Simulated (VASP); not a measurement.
Input of a VASP 6.6.1 run:

INCAR

```
PREC = Accurate
ENCUT = 520
EDIFF = 1E-6
ISMEAR = -1
SIGMA = 0.05
LREAL = F
LASPH = T
NELM = 80
ALGO = Normal
ISIF = 2
LWAVE = F
LCHARG = F
GGA = CA
NBANDS = 20
```

The input KPOINTS:

```
regular mesh
0
Gamma
  12 12 11
```

POSCAR

```
TiRh
1.0
    2.9467532106      0.0000000000      0.0000000000
    0.0000000000      2.9467532106      0.0000000000
    0.0000000000      0.0000000000      3.4444387195
Ti Rh
1 1
Direct
    0.5000000000      0.5000000000      0.5000000000
    0.0000000000      0.0000000000      0.0000000000
```

Potentials or basis: VASP PAW LDA potentials, release 64 (Ti_sv, Rh_pv).

Command:

```console
$ cat potpaw_LDA.64/Ti_sv/POTCAR potpaw_LDA.64/Rh_pv/POTCAR > POTCAR
$ mpirun -np 1 vasp_std > vasp.out
```

(1) Predict the pressure.

## Answers

(1) -11.8 GPa.
